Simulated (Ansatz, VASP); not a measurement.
**Two plane-wave programs on P**

```
CELL_PARAMETERS angstrom
3.18522 0.00000 0.00000
0.00000 33.81132 0.00000
0.00000 0.00000 4.56260
ATOMIC_POSITIONS crystal
P 0.00000 0.97026 0.59215
P 0.00000 0.02974 0.40785
P 0.50000 0.02974 0.09215
P 0.50000 0.97026 0.90785
```

Change from the starting cell: strain -0.030 along x and y, -0.015 along z, atoms carried along.

Alike in both runs: task single point; functional PBEsol; k mesh 8 × 1 × 6; occupations gaussian, width 0.05 eV; no spin polarisation.

|  | VASP | Ansatz |
| --- | --- | --- |
| version | VASP 6.6.1 | Ansatz 0.2.0 |
| potentials or method | VASP PAW PBE potentials, release 64 (P), cutoff 520 eV | scalar-relativistic, plane waves, PAW |
| valence electrons in the cell | 20 | 20 |

Ansatz gave:

```
gap on the k mesh at the Fermi level (eV) : 0.88
least direct gap on the mesh (eV)         : 0.93
rms of the force components (eV/Å)        : 0.527
```

Q: Which values does VASP return?

A: gap on the k mesh at the Fermi level (eV): 0.90; least direct gap on the mesh (eV): 0.94; rms of the force components (eV/Å): 0.515.

VASP's potentials were made for PBE, not for PBEsol. Atom by atom the forces differ by 0.013 eV/Å (rms over components).
